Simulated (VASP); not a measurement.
P: single point with r2SCAN

System: P, a slab with vacuum.

```
P
1.0
     3.15400    0.00000    0.00000
    -1.57700    2.73144    0.00000
     0.00000    0.00000   28.00000
P
2
Direct
  0.33333 0.66667 0.51873
  0.66667 0.33333 0.48127
```

- Program: VASP 6.6.1
- Task: single point
- Functional: r2SCAN
- Potentials or basis: VASP PAW PBE potentials, release 64 (P)
- Cutoff: 520 eV
- k mesh: 9 × 9 × 1
- Occupations: gaussian, width 0.02 eV
- Spin: no spin polarisation
- Dipole correction: yes
- Further INCAR settings: ALGO = Normal; EDIFF = 1e-07; NBANDS = 12

| Property | Result |
| --- | --- |
| Largest force | 3.782 eV/Å |
| Band gap on the k mesh | 1.26 eV (least direct gap 1.79 eV) |
| Ionisation potential of the upper face | 6.29 eV |

Forces on the atoms (eV/Å):
```
P    0.000  0.000  3.782
P    0.000  0.000 -3.782
```

Levels at points of the mesh, in eV from the valence-band top:
```csv
k point,band 2,band 3,band 4,band 5,band 6,band 7,band 8,band 9
"(0.00, 0.00, 0.00)",-7.09,-1.53,-1.53,-0.44,3.53,3.53,4.20,5.85
```

Wall time 2.6 min on 1 thread of AMD EPYC 9R45 96-Core Processor (Zen 5), on a shared host, peak memory 0.34 GiB.

Caveat: the PAW data sets were made with another functional, which shifts forces and pressure a little.
